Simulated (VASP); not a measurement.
Write the native input for VASP 6.6.1 that does the following.

- Task: single point
- Functional: LDA
- Potentials or basis: VASP PAW LDA potentials, release 64 (Sn_d, O)
- Cutoff: 520 eV
- k mesh: 12 × 12 × 12
- Occupations: gaussian, width 0.05 eV
- Spin: no spin polarisation
- Dipole correction: no
- Further INCAR settings: ALGO = Normal; EDIFF = 1e-07; NBANDS = 20

The structure of SnO2 lies in POSCAR:

```
SnO2
1.0
    1.6170930752      0.9336291223      4.8726014728
   -1.6170930752      0.9336291223      4.8726014728
    0.0000000000     -1.8672582446      4.8726014728
Sn O
1 2
Direct
    0.5000000000      0.5000000000      0.5000000000
    0.2371700000      0.2371700000      0.2371700000
    0.7628300000      0.7628300000      0.7628300000
```

This cell differs from its parent crystal: strain +0.0150 x Voigt [0, 0, 1, 0, 0, 0].

These files were run (other wordings do the same):

INCAR

```
ALGO = Normal ; EDIFF = 1E-7
ENCUT = 520 ; ISIF = 2
ISMEAR = 0 ; LASPH = T
LCHARG = F ; LREAL = F
LWAVE = F ; NBANDS = 20
NELM = 100 ; PREC = Accurate
SIGMA = 0.05
```

KPOINTS

```
k-points
0
Gamma
  12 12 12
```

Potentials or basis: VASP PAW LDA potentials, release 64 (Sn_d, O).

Launch:

```sh
$ cat potpaw_LDA.64/Sn_d/POTCAR potpaw_LDA.64/O/POTCAR > POTCAR
$ mpirun -np 1 vasp_std > vasp.out
```

It gave:

The pressure is -9.5 GPa and the largest force is 0.808 eV/Å. The band gap on the k mesh is 1.77 eV (least direct gap 1.90 eV).

Caveat: the cell differs from its parent crystal (strain +0.0150 x Voigt [0, 0, 1, 0, 0, 0]); the cell stands under tension; spin-orbit coupling is left out, which moves the levels of the heavy elements.

It took 5.8 min on 1 thread of Intel(R) Xeon(R) Platinum 8259CL CPU @ 2.50GHz (Skylake/Cascade Lake), on a shared host, peak memory 0.3 GiB.
